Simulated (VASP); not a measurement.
Input of a VASP 6.6.1 run:

Contents of INCAR:

```
SYSTEM = Cd2Sb3As
PREC = Accurate
ENCUT = 520
EDIFF = 1E-6
ISMEAR = -1
SIGMA = 0.03
LREAL = .False.
LASPH = .True.
NELM = 60
ALGO = Normal
ISIF = 2
LWAVE = .False.
LCHARG = .True.
GGA = PS
LELF = .True.
LVHAR = .True.
NBANDS = 31
```

File KPOINTS:

```
Automatic mesh
0
Gamma
  6 6 4
  0 0 0
```

Contents of POSCAR:

```
Cd2Sb3As
1.0
    4.8242557359     -0.0000000028      0.0000000000
   -2.4121278655      4.1779280231      0.0000000000
    0.0000000000      0.0000000000      7.2231822443
Cd Sb As
2 3 1
Direct
    0.6666666667      0.3333333333      0.8658473743
    0.3333333333      0.6666666667      0.1341526257
    0.6666666667      0.3333333333      0.3058143583
    0.3333333333      0.6666666667      0.6941856417
    0.0000000000      0.0000000000      0.5000000000
    0.0000000000      0.0000000000      0.0000000000
```

Potentials or basis: VASP PAW PBE potentials, release 64 (Cd, Sb, As).

Run with:

```bash
$ cat potpaw_PBE.64/Cd/POTCAR potpaw_PBE.64/Sb/POTCAR potpaw_PBE.64/As/POTCAR > POTCAR
$ mpirun -np 1 vasp_std > vasp.out
```

What does it give for the band gap on the k mesh?

Zero (band 22 reaches 6.86 eV, above the bottom of band 23 at 5.23 eV).

What does it give for the largest force?

0.011 eV/Å.

Predict the pressure.

0.2 GPa.

Stress tensor (GPa, compression positive):
```
0.20 0.00 0.00
0.00 0.20 0.00
0.00 0.00 0.11
```

Caveat: the PAW data sets were made with another functional, which shifts forces and pressure a little; spin-orbit coupling is left out, which moves the levels of the heavy elements.
